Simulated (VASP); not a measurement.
Input of a VASP 6.6.1 run:

INCAR

```
ALGO     = Normal         # electronic algorithm
EDIFF    = 1E-6           # SCF threshold, eV
ENCUT    = 520            # plane-wave cutoff, eV
GGA      = PS             # functional
ISIF     = 2              # what is computed and relaxed
ISMEAR   = -1             # smearing method
LASPH    = True           # aspherical terms in the spheres
LCHARG   = False          # write CHGCAR
LREAL    = False          # projectors in reciprocal space
LWAVE    = False          # write WAVECAR
NBANDS   = 16             # bands
NELM     = 100            # most SCF steps
PREC     = Accurate       # precision mode
SIGMA    = 0.15           # smearing width, eV
```

KPOINTS

```
k-points
0
Gamma
  11 11 11
```

The input POSCAR:

```
WC
1.0
    0.0000000000      2.1630455565      2.1630455565
    2.1630455565      0.0000000000      2.1630455565
    2.1630455565      2.1630455565      0.0000000000
W C
1 1
Direct
    0.0000000000      0.0000000000      0.0000000000
    0.5000000000      0.5000000000      0.5000000000
```

Potentials or basis: VASP PAW PBE potentials, release 64 (W_sv, C).

Command:

```bash
$ cat potpaw_PBE.64/W_sv/POTCAR potpaw_PBE.64/C/POTCAR > POTCAR
$ mpirun -np 1 vasp_std > vasp.out
```

(1) Estimate the band gap on the k mesh.

(2) Predict the pressure.

## Answers

(1) zero (band 9 reaches 13.90 eV, above the bottom of band 10 at 10.63 eV).

(2) 7.0 GPa.

Caveat: the PAW data sets were made with another functional, which shifts forces and pressure a little; spin-orbit coupling is left out, which moves the levels of the heavy elements.
